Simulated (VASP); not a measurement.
# Ti (Fm-3m) in VASP: a series of runs

Aim: see how the results for Ti move with the level of theory and the settings. Levels: LDA, PBEsol. Tasks: electric field gradients.

Program: VASP 6.6.1. These are calculated values, not measurements. Logs are shortened: lines on timing, memory, paths and dates and some standing lists are left out, and cuts for length are marked.

## (1) The cell of the first run

The structure is cubic, space group Fm-3m (No. 225). Conventional cell: a = 4.060 Å, b = 4.060 Å, c = 4.060 Å, α = 90.00°, β = 90.00°, γ = 90.00°. Within 3.8 Å of Ti (site symmetry m-3m) lie 12 Ti at 2.87 Å.

## (2) Electric field gradients, LDA

The input, INCAR:

```
ALGO = Normal
EDIFF = 1E-8
ENCUT = 520
GGA = CA
ISIF = 2
ISMEAR = -1
LASPH = True
LCHARG = False
LEFG = True
LREAL = False
LWAVE = False
NBANDS = 12
NELM = 60
PREC = Accurate
SIGMA = 0.05
```

The input, KPOINTS:

```
k-points
0
Gamma
  15 15 15
```

The input, POSCAR:

```
Ti
1.0
    0.0000000000      2.0300000000      2.0300000000
    2.0300000000      0.0000000000      2.0300000000
    2.0300000000      2.0300000000      0.0000000000
Ti
1
Direct
    0.0000000000      0.0000000000      0.0000000000
```

Potentials or basis: VASP PAW LDA potentials, release 64 (Ti_sv).

Run with:

```sh
$ cat potpaw_LDA.64/Ti_sv/POTCAR > POTCAR
$ mpirun -np 1 vasp_std > vasp.out
```

OUTCAR:

```text
EDIFF = 1E-8
   ENCUT = 520
   GGA = CA
   ISIF = 2
   ISMEAR = -1
   LASPH = True
   LREAL = False
   NELM = 60
   PREC = Accurate

 ion  position               nearest neighbor table
   1  0.000  0.000  0.000-

  LATTYP: Found a face centered cubic cell.
 ALAT       =     4.0600000000

  Lattice vectors:

 A1 = (   0.0000000000,   2.0300000000,   2.0300000000)
 A2 = (   2.0300000000,   0.0000000000,   2.0300000000)
 A3 = (   2.0300000000,   2.0300000000,   0.0000000000)

Analysis of symmetry for initial positions (statically):
=====================================================================
 Subroutine PRICEL returns:
 Original cell was already a primitive cell.

 Routine SETGRP: Setting up the symmetry group for a
 face centered cubic supercell.

 Subroutine GETGRP returns: Found 48 space group operations
 (whereof 48 operations were pure point group operations)
 out of a pool of 48 trial point group operations.

The static configuration has the point symmetry O_h .

Analysis of symmetry for dynamics (positions and initial velocities):
=====================================================================
 Subroutine PRICEL returns:
 Original cell was already a primitive cell.

 Routine SETGRP: Setting up the symmetry group for a
 face centered cubic supercell.

 Subroutine GETGRP returns: Found 48 space group operations
 (whereof 48 operations were pure point group operations)
 out of a pool of 48 trial point group operations.

The dynamic configuration has the point symmetry O_h .

 Subroutine INISYM returns: Found 48 space group operations
 (whereof 48 operations are pure point group operations),
 and found     1 'primitive' translations

----------------------------------------------------------------------------------------

                                     Primitive cell

  volume of cell :      16.7309

  direct lattice vectors                    reciprocal lattice vectors
     0.000000000  2.030000000  2.030000000    -0.246305419  0.246305419  0.246305419
     2.030000000  0.000000000  2.030000000     0.246305419 -0.246305419  0.246305419
     2.030000000  2.030000000  0.000000000     0.246305419  0.246305419 -0.246305419

  length of vectors
     2.870853532  2.870853532  2.870853532     0.426613499  0.426613499  0.426613499

  position of ions in fractional coordinates (direct lattice)
     0.000000000  0.000000000  0.000000000

  ion indices of the primitive-cell ions
   primitive index   ion index
                 1           1

----------------------------------------------------------------------------------------

 KPOINTS: k-points

Automatic generation of k-mesh.
 Grid dimensions read from file:
 generate k-points for:   15   15   15

 Generating k-lattice:

  Cartesian coordinates                     Fractional coordinates (reciprocal lattice)
    -0.016420361  0.016420361  0.016420361     0.066666667  0.000000000  0.000000000
     0.016420361 -0.016420361  0.016420361     0.000000000  0.066666667  0.000000000
     0.016420361  0.016420361 -0.016420361     0.000000000  0.000000000  0.066666667

  Length of vectors
     0.028440900  0.028440900  0.028440900

  Shift w.r.t. Gamma in fractional coordinates (k-lattice)
     0.000000000  0.000000000  0.000000000

 Subroutine IBZKPT returns following result:
 ===========================================

 Found    120 irreducible k-points:

 Following reciprocal coordinates:
            Coordinates               Weight
  0.000000  0.000000  0.000000      1.000000
  0.066667  0.000000  0.000000      8.000000
  0.133333  0.000000  0.000000      8.000000
  0.200000  0.000000  0.000000      8.000000
  0.266667  0.000000  0.000000      8.000000
  0.333333  0.000000  0.000000      8.000000
[... 16 lines left out ...]
  0.133333  0.133333  0.000000      6.000000
  0.200000  0.133333  0.000000     24.000000
 [... further k-points ...]
   k-points           NKPTS =    120   k-points in BZ     NKDIM =    120   number of bands    NBANDS=     12
   number of dos      NEDOS =    301   number of ions     NIONS =      1
   total plane-waves  NPLWV =  13824
   dimension x,y,z NGX =    24 NGY =   24 NGZ =   24
   dimension x,y,z NGXF=    48 NGYF=   48 NGZF=   48
   ions per type =               1
   NGX,Y,Z   is equivalent  to a cutoff of  13.90, 13.90, 13.90 a.u.
   NGXF,Y,Z  is equivalent  to a cutoff of  27.80, 27.80, 27.80 a.u.
 SYSTEM =  unknown system
   PREC   = accura    normal or accurate (medium, high low for compatibility)
   ISTART =      0    job   : 0-new  1-cont  2-samecut
   ICHARG =      2    charge: 1-file 2-atom 10-const
   ISPIN  =      1    spin polarized calculation?
   LNONCOLLINEAR =      F non collinear calculations
   LSORBIT =      F    spin-orbit coupling
   LASPH  =      T    aspherical Exc in radial PAW
   ENCUT  =  520.0 eV  38.22 Ry    6.18 a.u.   5.34  5.34  5.34*2*pi/ulx,y,z
   NELM   =     60;   NELMIN=  2; NELMDL= -5     # of ELM steps
   EDIFF  = 0.1E-07   stopping-criterion for ELM
   LREAL  =      F    real-space projection
   EDIFFG = 0.1E-06   stopping-criterion for IOM
   NSW    =      0    number of steps for IOM
   IBRION =     -1    ionic relax: 0-MD 1-quasi-New 2-CG
   NFREE  =      0    steps in history (QN), initial steepest desc. (CG)
   ISIF   =      2    stress and relaxation
   ISYM   =      2    0-nonsym 1-usesym 2-fastsym
   POTIM  = 0.5000    time-step for ionic-motion
   TEBEG  =    0.0;   TEEND  =   0.0 temperature during run
   PSTRESS=    0.0 pullay stress
   NELECT =      12.0000    total number of electrons
   NUPDOWN=      -1.0000    fix difference up-down
   EMIN   =  10.00;   EMAX   =-10.00  energy-range for DOS
   EFERMI =   0.00;   METHOD = LEGACY
   ISMEAR =    -1;   SIGMA  =   0.05  broadening in eV -4-tet -1-fermi 0-gaus
   EFERMI_NEDOS =   21; number of points for ismear=-14 and -15
   IALGO  =     38    algorithm
   IMIX   =      4    mixing-type and parameters
     AMIX     =   0.40;   BMIX     =  1.00
     AMIX_MAG =   1.60;   BMIX_MAG =  1.00
  volume/ion in A,a.u.               =      16.73       112.91
  Fermi-wavevector in a.u.,A,eV,Ry     =   1.465421  2.769245 29.217967  2.147460
  Thomas-Fermi vector in A             =   2.581280
   LORBIT       =      0    0 simple, 1 ext, 2 COOP (PROOUT), +10 PAW based schemes
   GGA     = CA    functional components
   LHFCALC =     F    Hartree Fock is set to
   AEXX    =    0.0000 exact exchange contribution
   IVDW    =     0    specifies the selected vdW correction
   LEPSILON=     F    determine dielectric tensor
   LRPA    =     F    only Hartree local field effects (RPA)
 non-spin polarized calculation
  energy-cutoff  :      520.00
  volume of cell :       16.73
 maximum number of plane-waves:       463
 NGX is ok and might be reduce to    24
   NGX = 11   NGY = 11   NGZ = 11

 number of electron      12.0000002 magnetization

 Free energy of the ion-electron system (eV)
  ---------------------------------------------------
  ext. energy  EPLUGINS =         0.00000000
  ---------------------------------------------------
  free energy    TOTEN  =        -8.49410047 eV

  energy without entropy =       -8.47975625  energy(sigma->0) =       -8.48692836

 E-fermi :   8.3908     XC(G=0): -11.9649

 val. band max:        8.3906456547   @ k =  -0.4667   0.1333   0.0667
 cond. band min:       8.4033327906   @ k =  -0.3333   0.0667   0.0000
 fundamental gap:      0.0126871358
 Fermi energy:         8.3908255385

 k-point     1 :       0.0000    0.0000    0.0000
  band No.  band energies     occupation
      1     -47.5770      2.00000
      2     -23.7586      2.00000
      3     -23.7586      2.00000
      4     -23.7586      2.00000
      5       2.2835      2.00000
      6       9.2498      0.00000
      7       9.2498      0.00000
      8       9.2498      0.00000
      9      10.9400      0.00000
     10      10.9400      0.00000
     11      23.9399      0.00000
     12      28.5146      0.00000

 k-point     2 :       0.0667    0.0000    0.0000
  band No.  band energies     occupation
      1     -47.5706      2.00000
      2     -23.7936      2.00000
      3     -23.7629      2.00000
      4     -23.7629      2.00000
      5       2.4328      2.00000
      6       9.1577      0.00000
      7       9.3045      0.00000
      8       9.3045      0.00000
      9      10.9046      0.00000
     10      10.9046      0.00000
     11      24.0716      0.00000
     12      27.4160      0.00000

 k-point     3 :       0.1333    0.0000    0.0000
  band No.  band energies     occupation
      1     -47.5524      2.00000
      2     -23.8920      2.00000
      3     -23.7752      2.00000
      4     -23.7752      2.00000
      5       2.8648      2.00000
      6       8.9183      0.00005
      7       9.4352      0.00000
      8       9.4352      0.00000
      9      10.8393      0.00000
     10      10.8393      0.00000
     11      24.2215      0.00000
     12      25.6673      0.00000

 k-point     4 :       0.2000    0.0000    0.0000
  band No.  band energies     occupation
      1     -47.5256      2.00000
      2     -24.0351      2.00000
      3     -23.7931      2.00000
      4     -23.7931      2.00000
      5       3.5274      2.00000
      6       8.6262      0.01791
      7       9.5323      0.00000
      8       9.5323      0.00000
      9      10.8686      0.00000
     10      10.8686      0.00000
     11      23.1256      0.00000
     12      24.9758      0.00000

 k-point     5 :       0.2667    0.0000    0.0000
  band No.  band energies     occupation
      1     -47.4945      2.00000
      2     -24.1967      2.00000
      3     -23.8136      2.00000
      4     -23.8136      2.00000
      5       4.3167      2.00000
      6       8.4106      0.80520
      7       9.4865      0.00000
      8       9.4865      0.00000
      9      11.1061      0.00000
     10      11.1061      0.00000
     11      21.3085      0.00000
     12      24.6316      0.00000
[... 228 lines left out ...]
      1     -47.5392      2.00000
      2     -23.9492      2.00000
      3     -23.8074      2.00000
      4     -23.7743      2.00000
      5       3.1871      2.00000
      6       8.7410      0.00182
      7       9.5044      0.00000
      8       9.5461      0.00000
      9      10.6063      0.00000
     10      11.0226      0.00000
     11      24.1532      0.00000
     12      25.0744      0.00000

 k-point    22 :      -0.0667    0.0667    0.0000
  band No.  band energies     occupation
      1     -47.5603      2.00000
      2     -23.8424      2.00000
      3     -23.7828      2.00000
      4     -23.7643      2.00000
      5       2.6764      2.00000
      6       9.0043      0.00001
      7       9.3865      0.00000
      8       9.4017      0.00000
      9      10.7565      0.00000
     10      10.9556      0.00000
     11      24.2432      0.00000
     12      26.4454      0.00000

 k-point    23 :       0.1333    0.1333    0.0000
  band No.  band energies     occupation
      1     -47.5443      2.00000
      2     -23.8885      2.00000
      3     -23.8042      2.00000
      4     -23.8042      2.00000
      5       3.0534      2.00000
      6       8.6967      0.00440
      7       9.6079      0.00000
      8       9.6079      0.00000
      9      10.3971      0.00000
     10      11.1139      0.00000
     11      24.6094      0.00000
     12      26.3199      0.00000

 k-point    24 :       0.2000    0.1333    0.0000
  band No.  band energies     occupation
      1     -47.5243      2.00000
      2     -23.9814      2.00000
      3     -23.8273      2.00000
      4     -23.8211      2.00000
      5       3.5408      2.00000
      6       8.4303      0.62479
      7       9.7088      0.00000
      8       9.7833      0.00000
      9      10.2684      0.00000
     10      11.2053      0.00000
     11      24.5087      0.00000
     12      25.2322      0.00000

 [... further k-points ...]
[... 5 lines left out ...]
  --------------------------------------------------------------------------------------
  -------------------------------------------------------------------------------------
  Total       -0.5173682     -0.5173682     -0.5173682      0.0000000      0.0000000     -0.0000000
  in kB      -49.5441337    -49.5441337    -49.5441337      0.0000000      0.0000000     -0.0000000
  external PRESSURE =     -49.5441337 kB  Pullay stress =       0.0000000 kB

 VOLUME and BASIS-vectors are now :
 -----------------------------------------------------------------------------
  energy-cutoff  :      520.00
  volume of cell :       16.73
      direct lattice vectors                 reciprocal lattice vectors
     0.000000000  2.030000000  2.030000000    -0.246305419  0.246305419  0.246305419
     2.030000000  0.000000000  2.030000000     0.246305419 -0.246305419  0.246305419
     2.030000000  2.030000000  0.000000000     0.246305419  0.246305419 -0.246305419

 POSITION                                       TOTAL-FORCE (eV/Angst)
 -----------------------------------------------------------------------------------
      0.00000      0.00000      0.00000         0.000000      0.000000      0.000000
 -----------------------------------------------------------------------------------
    total drift:                               -0.000000     -0.000000     -0.000000

  FREE ENERGIE OF THE ION-ELECTRON SYSTEM (eV)
  ---------------------------------------------------
  free  energy   TOTEN  =        -8.4941004734 eV

  energy  without entropy=       -8.4797562492  energy(sigma->0) =       -8.48692836

 Electric field gradients (V/A^2)
---------------------------------------------------------------------
 ion       V_xx      V_yy      V_zz      V_xy      V_xz      V_yz
---------------------------------------------------------------------
   1       0.000    -0.000    -0.000    -0.001    -0.001    -0.001
---------------------------------------------------------------------

 Electric field gradients after diagonalization (V/A^2)
 (convention: |V_zz| > |V_xx| > |V_yy|)
----------------------------------------------------------------------
 ion       V_xx      V_yy      V_zz     asymmetry (V_yy - V_xx)/ V_zz
----------------------------------------------------------------------
   1       0.001     0.001    -0.001       0.000
----------------------------------------------------------------------

           NMR quadrupolar parameters

 Cq : quadrupolar parameter    Cq=e*Q*V_zz/h
 eta: asymmetry parameters     (V_yy - V_xx)/ V_zz
 Q  : nuclear electric quadrupole moment in mb (millibarn)
----------------------------------------------------------------------
 ion       Cq(MHz)       eta       Q (mb)
----------------------------------------------------------------------
   1      -0.000       0.000       1.000
----------------------------------------------------------------------
```

It took 34 s on 1 thread of AMD EPYC 7R43 (Zen 3), shared host; peak memory 0.1 GiB.

Results:

| Property | Result |
| --- | --- |
| Free energy | -8.4941 eV |
| Pressure | -5.0 GPa |
| Band gap on the k mesh | zero (band 6 reaches 9.25 eV, above the bottom of band 7 at 8.08 eV) |

Caveat: without QUAD_EFG the Cq values of the log hold for a quadrupole moment of 1 mb, not for the nuclei.

## (3) Electric field gradients, PBEsol

The input, INCAR:

```
SYSTEM = Ti
  PREC = Accurate
  ENCUT = 520
  EDIFF = 1E-8
  ISMEAR = -1
  SIGMA = 0.05
  LREAL = .FALSE.
  LASPH = .TRUE.
  NELM = 60
  ALGO = Normal
  ISIF = 2
  LWAVE = .FALSE.
  LCHARG = .FALSE.
  GGA = PS
  LEFG = .TRUE.
  NBANDS = 12
```

The input, KPOINTS:

```
Automatic mesh
0
G
  15 15 15
  0 0 0
```

POSCAR is that of step 2.

Potentials or basis: VASP PAW PBE potentials, release 64 (Ti_sv).

Run with:

```sh
$ cat potpaw_PBE.64/Ti_sv/POTCAR > POTCAR
$ mpirun -np 1 vasp_std > vasp.out
```

OUTCAR:

```text
SYSTEM = Ti
   PREC = Accurate
   ENCUT = 520
   EDIFF = 1E-8
   ISMEAR = -1
   LREAL = .FALSE.
   LASPH = .TRUE.
   NELM = 60
   ISIF = 2
   GGA = PS

 ion  position               nearest neighbor table
   1  0.000  0.000  0.000-

  LATTYP: Found a face centered cubic cell.
 ALAT       =     4.0600000000

  Lattice vectors:

 A1 = (   0.0000000000,   2.0300000000,   2.0300000000)
 A2 = (   2.0300000000,   0.0000000000,   2.0300000000)
 A3 = (   2.0300000000,   2.0300000000,   0.0000000000)

[... 564 lines left out ...]
    total drift:                               -0.000000     -0.000000     -0.000000

  FREE ENERGIE OF THE ION-ELECTRON SYSTEM (eV)
  ---------------------------------------------------
  free  energy   TOTEN  =        -8.2902244425 eV

  energy  without entropy=       -8.2764945826  energy(sigma->0) =       -8.28335951

 Electric field gradients (V/A^2)
---------------------------------------------------------------------
 ion       V_xx      V_yy      V_zz      V_xy      V_xz      V_yz
---------------------------------------------------------------------
   1       0.000     0.000     0.000    -0.001    -0.001    -0.001
---------------------------------------------------------------------

 Electric field gradients after diagonalization (V/A^2)
 (convention: |V_zz| > |V_xx| > |V_yy|)
----------------------------------------------------------------------
 ion       V_xx      V_yy      V_zz     asymmetry (V_yy - V_xx)/ V_zz
----------------------------------------------------------------------
   1       0.001     0.001    -0.001       0.000
----------------------------------------------------------------------

           NMR quadrupolar parameters

 Cq : quadrupolar parameter    Cq=e*Q*V_zz/h
 eta: asymmetry parameters     (V_yy - V_xx)/ V_zz
 Q  : nuclear electric quadrupole moment in mb (millibarn)
----------------------------------------------------------------------
 ion       Cq(MHz)       eta       Q (mb)
----------------------------------------------------------------------
   1      -0.000       0.000       1.000
----------------------------------------------------------------------
```

stdout:

```text
POSCAR found type information on POSCAR Ti
 POSCAR found :  1 types and       1 ions
 scaLAPACK will be used
 -----------------------------------------------------------------------------
|                                                                             |
|                                                                             |
|     You enforced a specific xc type in the INCAR file but a different       |
|     I HOPE YOU KNOW WHAT YOU ARE DOING!                                     |
|                                                                             |
 -----------------------------------------------------------------------------

 LDA part: xc-table for (Slater+PW92), standard interpolation
 POSCAR, INCAR and KPOINTS ok, starting setup
 FFT: planning ... GRIDC
 FFT: planning ... GRID_SOFT
 FFT: planning ... GRID
 WAVECAR not read
 entering main loop
ion   1
```

Wall time 39 s (1 thread of AMD EPYC 7R43 (Zen 3), shared host); peak memory 0.12 GiB.

What came out:

```
Free energy            : -8.2902 eV
Pressure               : -0.5 GPa
Band gap on the k mesh : zero (band 6 reaches 9.39 eV, above the bottom of band 7 at 8.21 eV)
```

Levels at points of the mesh, in eV from the Fermi level:
```tsv
k point	band 3	band 4	band 5	band 6	band 7	band 8	band 9	band 10
(0.00, 0.00, 0.00)	-32.33	-32.33	-6.19	0.89	0.89	0.89	2.60	2.60
```

Caveat: without QUAD_EFG the Cq values of the log hold for a quadrupole moment of 1 mb, not for the nuclei; the PAW data sets were made with another functional, which shifts forces and pressure a little.
